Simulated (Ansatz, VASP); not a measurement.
## Two plane-wave programs on CaAlO4

```
Ca Al O
1.0
     3.32796    0.00000    0.00000
     0.00000    3.32796    0.00000
     0.00000    0.00000    5.81062
Ca Al O
1 1 4
Direct
  0.00000 0.00000 0.00000
  0.50000 0.50000 0.50000
  0.50000 0.00000 0.71148
  0.00000 0.50000 0.28852
  0.50000 0.00000 0.28852
  0.00000 0.50000 0.71148
```

Change from the starting cell: species swapped into the KLaF4 type (P4/mmm, No. 123).

Alike in both runs: functional PBE; k mesh 6 × 6 × 4; occupations gaussian, width 0.1 eV; collinear spin.

Ansatz relaxed the structure, and its values are those at the end. VASP's run is a single point on that final structure, the one shown.

|  | VASP | Ansatz |
| --- | --- | --- |
| version | VASP 6.6.1 | Ansatz 0.2.0 |
| potentials or method | VASP PAW PBE potentials, release 64 (Ca_sv, Al, O), cutoff 520 eV | scalar-relativistic, plane waves, PAW |
| valence electrons in the cell | 37 | 37 |

|  | VASP | Ansatz | Ansatz less VASP |
| --- | --- | --- | --- |
| gap on the k mesh at the Fermi level (eV) | none | none | - |
| pressure (GPa) | 0.3 | 0.1 | -0.27 |
| rms of the force components (eV/Å) | 0.018 | 0.002 | -0.0158 |
| net moment per atom (μB) | 0.12 | 0.11 | -0.001 |
| size of the moment on the site where the two differ most (μB) | 0.15 | 0.16 | +0.010 |

Site moments also hang on the region over which each program counts them. A gap of «none» marks a metal or a gap that the smearing closes. With one functional, cell and mesh, what is left measures potentials, basis and numerics.
